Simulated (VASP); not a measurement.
Sr, 1 atom in the cell. The structure is tetragonal, space group I4/mmm (No. 139). Conventional cell: a = 4.518 Å, b = 4.518 Å, c = 5.933 Å, α = 90.00°, β = 90.00°, γ = 90.00°. Within 5.7 Å of Sr (site symmetry 4/mmm) lie 12 Sr at 4.36 to 4.52 Å.  This cell differs from its parent crystal: strain +0.050 along x and y, -0.025 along z.

```yaml
Program: VASP 6.6.1
Task: single point
Functional: PBEsol
Potentials_or_basis: VASP PAW PBE potentials, release 64 (Sr_sv)
Cutoff: 520 eV
k_mesh: 10 × 10 × 10
Occupations: gaussian, width 0.03 eV
Spin: no spin polarisation
Dipole_correction: no
Further_INCAR_settings: ALGO = Normal; EDIFF = 1e-07; NBANDS = 11
```

Potentials or basis: VASP PAW PBE potentials, release 64 (Sr_sv).

Launch:

```console
$ cat potpaw_PBE.64/Sr_sv/POTCAR > POTCAR
$ mpirun -np 1 vasp_std > vasp.out
```

Hardware: 1 thread of Intel(R) Xeon(R) 6975P-C (Granite Rapids) (shared host).

**Question.** Estimate the wall time of this run.

**Answer.** It took 19 s on 1 thread of Intel(R) Xeon(R) 6975P-C (Granite Rapids), on a shared host, peak memory 0.22 GiB. Counts: scf iterations 12, k points 102.
